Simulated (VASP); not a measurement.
# LiF (I4/mmm) in VASP: notebook

The runs below take LiF through single point, with PBE.

All numbers are computed with VASP 6.6.1; they aren't measurements. Logs are shortened: lines on timing, memory, paths and dates and some standing lists are left out, and cuts for length are marked.

## 1. The cell of the first run

The structure is tetragonal, space group I4/mmm (No. 139). Conventional cell: a = 2.680 Å, b = 2.680 Å, c = 4.549 Å, α = 90.00°, β = 90.00°, γ = 90.00°. Within 2.5 Å of Li (site symmetry 4/mmm) lie 6 F at 1.90 to 2.27 Å. F (site symmetry 4/mmm) has 6 Li at 1.90 to 2.27 Å within 2.5 Å.

## 2. Single point, PBE

INCAR

```
SYSTEM = LiF
PREC = Accurate
ENCUT = 520
EDIFF = 1E-6
ISMEAR = 0
SIGMA = 0.05
LREAL = .FALSE.
LASPH = .TRUE.
NELM = 80
ALGO = Normal
ISIF = 2
LWAVE = .FALSE.
LCHARG = .TRUE.
GGA = PE
LELF = .TRUE.
LVHAR = .TRUE.
NBANDS = 12
```

KPOINTS

```
regular mesh
0
G
  12 12 12
  0 0 0
```

POSCAR

```
LiF
1.0
    0.0000000000      1.8952465622      2.2742958746
    1.8952465622      0.0000000000      2.2742958746
    1.8952465622      1.8952465622      0.0000000000
Li F
1 1
Direct
    0.0000000000      0.0000000000      0.0000000000
    0.5000000000      0.5000000000      0.5000000000
```

Potentials or basis: VASP PAW PBE potentials, release 64 (Li_sv, F).

Started as:

```bash
cat potpaw_PBE.64/Li_sv/POTCAR potpaw_PBE.64/F/POTCAR > POTCAR
mpirun -np 1 vasp_std > vasp.out
```

OUTCAR:

```text
SYSTEM = LiF
   PREC = Accurate
   ENCUT = 520
   EDIFF = 1E-6
   ISMEAR = 0
   LREAL = .FALSE.
   LASPH = .TRUE.
   NELM = 80
   ISIF = 2
   GGA = PE

 ion  position               nearest neighbor table
   1  0.000  0.000  0.000-   2 1.90   2 1.90   2 1.90   2 1.90
   2  0.500  0.500  0.500-   1 1.90   1 1.90   1 1.90   1 1.90

  LATTYP: Found a body centered tetragonal cell.
 ALAT       =     2.6802833923
 C/A-ratio  =     1.6970562748

  Lattice vectors:

 A1 = (  -1.8952465622,   0.0000000000,   2.2742958746)
 A2 = (   1.8952465622,   0.0000000000,   2.2742958746)
 A3 = (   0.0000000000,   1.8952465622,  -2.2742958746)

Analysis of symmetry for initial positions (statically):
=====================================================================
 Subroutine PRICEL returns:
 Original cell was already a primitive cell.

 Routine SETGRP: Setting up the symmetry group for a
 body centered tetragonal supercell.

 Subroutine GETGRP returns: Found 16 space group operations
 (whereof 16 operations were pure point group operations)
 out of a pool of 16 trial point group operations.

The static configuration has the point symmetry D_4h.

Analysis of symmetry for dynamics (positions and initial velocities):
=====================================================================
 Subroutine PRICEL returns:
 Original cell was already a primitive cell.

 Routine SETGRP: Setting up the symmetry group for a
 body centered tetragonal supercell.

 Subroutine GETGRP returns: Found 16 space group operations
 (whereof 16 operations were pure point group operations)
 out of a pool of 16 trial point group operations.

The dynamic configuration has the point symmetry D_4h.

 Subroutine INISYM returns: Found 16 space group operations
 (whereof 16 operations are pure point group operations),
 and found     1 'primitive' translations

----------------------------------------------------------------------------------------

                                     Primitive cell

  volume of cell :      16.3384

  direct lattice vectors                    reciprocal lattice vectors
     0.000000000  1.895246562  2.274295875    -0.263817917  0.263817917  0.219848264
     1.895246562  0.000000000  2.274295875     0.263817917 -0.263817917  0.219848264
     1.895246562  1.895246562  0.000000000     0.263817917  0.263817917 -0.219848264

  length of vectors
     2.960469770  2.960469770  2.680283392     0.433050858  0.433050858  0.433050858

  position of ions in fractional coordinates (direct lattice)
     0.000000000  0.000000000  0.000000000
     0.500000000  0.500000000  0.500000000

  ion indices of the primitive-cell ions
   primitive index   ion index
                 1           1
                 2           2

----------------------------------------------------------------------------------------

 KPOINTS: regular mesh

Automatic generation of k-mesh.
 Grid dimensions read from file:
 generate k-points for:   12   12   12

 Generating k-lattice:

  Cartesian coordinates                     Fractional coordinates (reciprocal lattice)
    -0.021984826  0.021984826  0.018320689     0.083333333  0.000000000  0.000000000
     0.021984826 -0.021984826  0.018320689     0.000000000  0.083333333  0.000000000
     0.021984826  0.021984826 -0.018320689     0.000000000  0.000000000  0.083333333

  Length of vectors
     0.036087572  0.036087572  0.036087572

  Shift w.r.t. Gamma in fractional coordinates (k-lattice)
     0.000000000  0.000000000  0.000000000

 Subroutine IBZKPT returns following result:
 ===========================================

 Found    163 irreducible k-points:

 Following reciprocal coordinates:
            Coordinates               Weight
  0.000000  0.000000  0.000000      1.000000
  0.083333  0.000000  0.000000      8.000000
  0.166667 -0.000000  0.000000      8.000000
  0.250000  0.000000  0.000000      8.000000
  0.333333  0.000000  0.000000      8.000000
  0.416667 -0.000000  0.000000      8.000000
[... 16 lines left out ...]
  0.500000  0.166667  0.000000      8.000000
 -0.416667  0.166667  0.000000      8.000000
 [... further k-points ...]
   k-points           NKPTS =    163   k-points in BZ     NKDIM =    163   number of bands    NBANDS=     12
   number of dos      NEDOS =    301   number of ions     NIONS =      2
   total plane-waves  NPLWV =  11520
   dimension x,y,z NGX =    24 NGY =   24 NGZ =   20
   dimension x,y,z NGXF=    48 NGYF=   48 NGZF=   40
   ions per type =               1   1
   NGX,Y,Z   is equivalent  to a cutoff of  13.48, 13.48, 12.41 a.u.
   NGXF,Y,Z  is equivalent  to a cutoff of  26.95, 26.95, 24.81 a.u.
 SYSTEM =  LiF
   PREC   = accura    normal or accurate (medium, high low for compatibility)
   ISTART =      0    job   : 0-new  1-cont  2-samecut
   ICHARG =      2    charge: 1-file 2-atom 10-const
   ISPIN  =      1    spin polarized calculation?
   LNONCOLLINEAR =      F non collinear calculations
   LSORBIT =      F    spin-orbit coupling
   LASPH  =      T    aspherical Exc in radial PAW
   ENCUT  =  520.0 eV  38.22 Ry    6.18 a.u.   5.50  5.50  4.98*2*pi/ulx,y,z
   NELM   =     80;   NELMIN=  2; NELMDL= -5     # of ELM steps
   EDIFF  = 0.1E-05   stopping-criterion for ELM
   LREAL  =      F    real-space projection
   EDIFFG = 0.1E-04   stopping-criterion for IOM
   NSW    =      0    number of steps for IOM
   IBRION =     -1    ionic relax: 0-MD 1-quasi-New 2-CG
   NFREE  =      0    steps in history (QN), initial steepest desc. (CG)
   ISIF   =      2    stress and relaxation
   ISYM   =      2    0-nonsym 1-usesym 2-fastsym
   POTIM  = 0.5000    time-step for ionic-motion
   TEBEG  =    0.0;   TEEND  =   0.0 temperature during run
   PSTRESS=    0.0 pullay stress
   NELECT =      10.0000    total number of electrons
   NUPDOWN=      -1.0000    fix difference up-down
   EMIN   =  10.00;   EMAX   =-10.00  energy-range for DOS
   EFERMI =   0.00;   METHOD = LEGACY
   ISMEAR =     0;   SIGMA  =   0.05  broadening in eV -4-tet -1-fermi 0-gaus
   EFERMI_NEDOS =   21; number of points for ismear=-14 and -15
   IALGO  =     38    algorithm
   IMIX   =      4    mixing-type and parameters
     AMIX     =   0.40;   BMIX     =  1.00
     AMIX_MAG =   1.60;   BMIX_MAG =  1.00
  volume/ion in A,a.u.               =       8.17        55.13
  Fermi-wavevector in a.u.,A,eV,Ry     =   1.389970  2.626662 26.286674  1.932016
  Thomas-Fermi vector in A             =   2.513950
   LORBIT       =      0    0 simple, 1 ext, 2 COOP (PROOUT), +10 PAW based schemes
   GGA     = PE    functional components
   LHFCALC =     F    Hartree Fock is set to
   AEXX    =    0.0000 exact exchange contribution
   IVDW    =     0    specifies the selected vdW correction
   LEPSILON=     F    determine dielectric tensor
   LRPA    =     F    only Hartree local field effects (RPA)
 non-spin polarized calculation
 Gauss-broadening in eV      SIGMA  =   0.05
  energy-cutoff  :      520.00
  volume of cell :       16.34
 maximum number of plane-waves:       457
 NGX is ok and might be reduce to    24

 number of electron      10.0000000 magnetization

 number of electron       9.9999996 magnetization

 Free energy of the ion-electron system (eV)
  ---------------------------------------------------
  ext. energy  EPLUGINS =         0.00000000
  ---------------------------------------------------
  free energy    TOTEN  =        -9.55809137 eV

  energy without entropy =       -9.55809137  energy(sigma->0) =       -9.55809137

 E-fermi :  -0.6572     XC(G=0):  -9.9290

 val. band max:       -1.0120957310   @ k =   0.0000   0.0000   0.0000
 cond. band min:       7.8762990887   @ k =   0.0000   0.0000   0.0000
 fundamental gap:      8.8883948196
 Fermi energy:        -0.6572213336

 k-point     1 :       0.0000    0.0000    0.0000
  band No.  band energies     occupation
      1     -41.8590      2.00000
      2     -21.0427      2.00000
      3      -1.1758      2.00000
      4      -1.1758      2.00000
      5      -1.0121      2.00000
      6       7.8763      0.00000
      7      20.6469      0.00000
      8      22.6211      0.00000
      9      24.2468      0.00000
     10      24.2468      0.00000
     11      24.5933      0.00000
     12      24.5933      0.00000

 k-point     2 :       0.0833    0.0000    0.0000
  band No.  band energies     occupation
      1     -41.8547      2.00000
      2     -21.0182      2.00000
      3      -1.3480      2.00000
      4      -1.1705      2.00000
      5      -1.0700      2.00000
      6       8.0931      0.00000
      7      19.8550      0.00000
      8      21.5344      0.00000
      9      23.5802      0.00000
     10      23.9255      0.00000
     11      25.0813      0.00000
     12      25.0972      0.00000

 k-point     3 :       0.1667   -0.0000    0.0000
  band No.  band energies     occupation
      1     -41.8425      2.00000
      2     -20.9495      2.00000
      3      -1.8368      2.00000
      4      -1.1713      2.00000
      5      -1.1556      2.00000
      6       8.6273      0.00000
      7      18.1732      0.00000
      8      19.9481      0.00000
      9      22.5015      0.00000
     10      24.4556      0.00000
     11      25.8694      0.00000
     12      25.9443      0.00000

 k-point     4 :       0.2500    0.0000    0.0000
  band No.  band energies     occupation
      1     -41.8258      2.00000
      2     -20.8525      2.00000
      3      -2.4537      2.00000
      4      -1.2914      2.00000
      5      -1.1341      2.00000
      6       9.2182      0.00000
      7      16.6821      0.00000
      8      18.6567      0.00000
      9      21.3830      0.00000
     10      25.3811      0.00000
     11      27.0860      0.00000
     12      27.1666      0.00000

 k-point     5 :       0.3333    0.0000    0.0000
  band No.  band energies     occupation
      1     -41.8091      2.00000
      2     -20.7521      2.00000
      3      -3.0199      2.00000
      4      -1.4044      2.00000
      5      -1.1111      2.00000
      6       9.6107      0.00000
      7      15.8213      0.00000
      8      17.6674      0.00000
      9      20.4568      0.00000
     10      26.4881      0.00000
     11      28.5417      0.00000
     12      28.7480      0.00000
[... 228 lines left out ...]
      1     -41.8244      2.00000
      2     -20.7652      2.00000
      3      -2.7473      2.00000
      4      -1.6573      2.00000
      5      -1.3662      2.00000
      6       9.8441      0.00000
      7      17.3228      0.00000
      8      17.8240      0.00000
      9      21.2011      0.00000
     10      24.0719      0.00000
     11      28.9401      0.00000
     12      30.5338      0.00000

 k-point    22 :       0.4167    0.1667    0.0000
  band No.  band energies     occupation
      1     -41.8094      2.00000
      2     -20.6778      2.00000
      3      -3.1090      2.00000
      4      -1.8988      2.00000
      5      -1.3264      2.00000
      6      10.2505      0.00000
      7      16.0961      0.00000
      8      17.5324      0.00000
      9      20.5545      0.00000
     10      25.4996      0.00000
     11      29.4138      0.00000
     12      31.7894      0.00000

 k-point    23 :       0.5000    0.1667    0.0000
  band No.  band energies     occupation
      1     -41.7971      2.00000
      2     -20.6186      2.00000
      3      -3.3330      2.00000
      4      -2.0666      2.00000
      5      -1.2533      2.00000
      6      10.5134      0.00000
      7      15.0984      0.00000
      8      17.5132      0.00000
      9      20.0335      0.00000
     10      26.8620      0.00000
     11      29.8925      0.00000
     12      32.8594      0.00000

 k-point    24 :      -0.4167    0.1667    0.0000
  band No.  band energies     occupation
      1     -41.7910      2.00000
      2     -20.6063      2.00000
      3      -3.3909      2.00000
      4      -2.0969      2.00000
      5      -1.1662      2.00000
      6      10.7239      0.00000
      7      14.2658      0.00000
      8      17.6654      0.00000
      9      19.7697      0.00000
     10      27.8092      0.00000
     11      29.8642      0.00000
     12      31.8954      0.00000

 [... further k-points ...]

------------------------ aborting loop because EDIFF is reached ----------------------------------------

  FORCE on cell =-STRESS in cart. coord.  units (eV):
  Direction    XX          YY          ZZ          XY          YZ          ZX
  --------------------------------------------------------------------------------------
  -------------------------------------------------------------------------------------
  Total        1.0365493      1.0365493     -0.2467225      0.0000000      0.0000000      0.0000000
  in kB      101.6464355    101.6464355    -24.1941792      0.0000000      0.0000000      0.0000000
  external PRESSURE =      59.6995639 kB  Pullay stress =       0.0000000 kB

 VOLUME and BASIS-vectors are now :
 -----------------------------------------------------------------------------
  energy-cutoff  :      520.00
  volume of cell :       16.34
      direct lattice vectors                 reciprocal lattice vectors
     0.000000000  1.895246562  2.274295875    -0.263817917  0.263817917  0.219848264
     1.895246562  0.000000000  2.274295875     0.263817917 -0.263817917  0.219848264
     1.895246562  1.895246562  0.000000000     0.263817917  0.263817917 -0.219848264

 POSITION                                       TOTAL-FORCE (eV/Angst)
 -----------------------------------------------------------------------------------
      0.00000      0.00000      0.00000        -0.000000      0.000000      0.000000
      1.89525      1.89525      2.27430         0.000000     -0.000000      0.000000
 -----------------------------------------------------------------------------------
    total drift:                               -0.000000     -0.000000      0.000000

  FREE ENERGIE OF THE ION-ELECTRON SYSTEM (eV)
  ---------------------------------------------------
  free  energy   TOTEN  =        -9.5580913700 eV

  energy  without entropy=       -9.5580913700  energy(sigma->0) =       -9.55809137
```

Run time: 67 s. Hardware: 1 thread of AMD EPYC 7R13, shared host; peak memory 0.12 GiB.

What came out:

```yaml
Free_energy: -9.5581 eV
Band_gap_on_the_k_mesh: 8.89 eV, direct
```

Levels at points of the mesh, in eV from the valence-band top:
| k point | band 1 | band 2 | band 3 | band 4 | band 5 | band 6 | band 7 | band 8 | band 9 | band 10 |
| --- | --- | --- | --- | --- | --- | --- | --- | --- | --- | --- |
| (0.00, 0.00, 0.00) | -40.85 | -20.03 | -0.16 | -0.16 | 0.00 | 8.89 | 21.66 | 23.63 | 25.26 | 25.26 |
| (0.50, 0.00, 0.00) | -40.78 | -19.64 | -2.54 | -0.50 | -0.07 | 10.76 | 16.56 | 17.78 | 20.66 | 28.92 |
| (0.50, 0.50, 0.00) | -40.80 | -19.52 | -3.13 | -0.71 | -0.71 | 12.91 | 17.61 | 18.22 | 22.24 | 22.24 |
| (0.50, 0.00, 0.50) | -40.75 | -19.25 | -3.06 | -1.82 | -0.69 | 16.01 | 16.04 | 17.65 | 18.49 | 21.04 |

Caveat: the cutoff is under 1.25 times the usual one of these potentials, so pressure, stress and relaxed cells hold a basis-set (Pulay) error. A k mesh can miss the band edges.

## 3. Single point, PBE

This run uses another cell than the first one, of the same volume but with other edges.

INCAR

```
PREC = Accurate
ENCUT = 520
EDIFF = 1E-6
ISMEAR = 0
SIGMA = 0.05
LREAL = F
LASPH = T
NELM = 60
ALGO = Normal
ISIF = 2
LWAVE = F
LCHARG = F
GGA = PE
NBANDS = 12
```

KPOINTS

```
regular mesh
0
Gamma
  12 12 12
```

POSCAR

```
LiF
1.0
    0.0000000000      2.1879023361      1.7065638221
    2.1879023361      0.0000000000      1.7065638221
    2.1879023361      2.1879023361      0.0000000000
Li F
1 1
Direct
    0.0000000000      0.0000000000      0.0000000000
    0.5000000000      0.5000000000      0.5000000000
```

Potentials or basis: VASP PAW PBE potentials, release 64 (Li_sv, F).

Started as:

```bash
cat potpaw_PBE.64/Li_sv/POTCAR potpaw_PBE.64/F/POTCAR > POTCAR
mpirun -np 1 vasp_std > vasp.out
```

Run time: 72 s. Hardware: 1 thread of AMD EPYC 7R13, shared host; peak memory 0.12 GiB.

The run converged. Its results:

```yaml
Free_energy: -9.3882 eV
Band_gap_on_the_k_mesh: 8.68 eV, direct
```

Levels at points of the mesh, in eV from the valence-band top:
```csv
k point,band 1,band 2,band 3,band 4,band 5,band 6,band 7,band 8,band 9,band 10
"(0.00, 0.00, 0.00)",-40.83,-20.10,-0.86,0.00,0.00,8.68,22.49,22.49,24.42,24.42
"(0.50, 0.00, 0.00)",-40.76,-19.80,-2.54,-0.63,-0.22,10.69,16.41,16.90,22.19,28.98
"(0.50, 0.50, 0.00)",-40.73,-19.30,-3.00,-1.68,-1.68,14.36,18.30,18.30,18.39,18.62
"(0.50, 0.00, 0.50)",-40.77,-19.52,-3.29,-1.73,-0.29,13.48,17.13,18.29,20.03,24.25
```

Caveat: the cutoff is under 1.25 times the usual one of these potentials, so pressure, stress and relaxed cells hold a basis-set (Pulay) error.

[end of part 1 of 2]
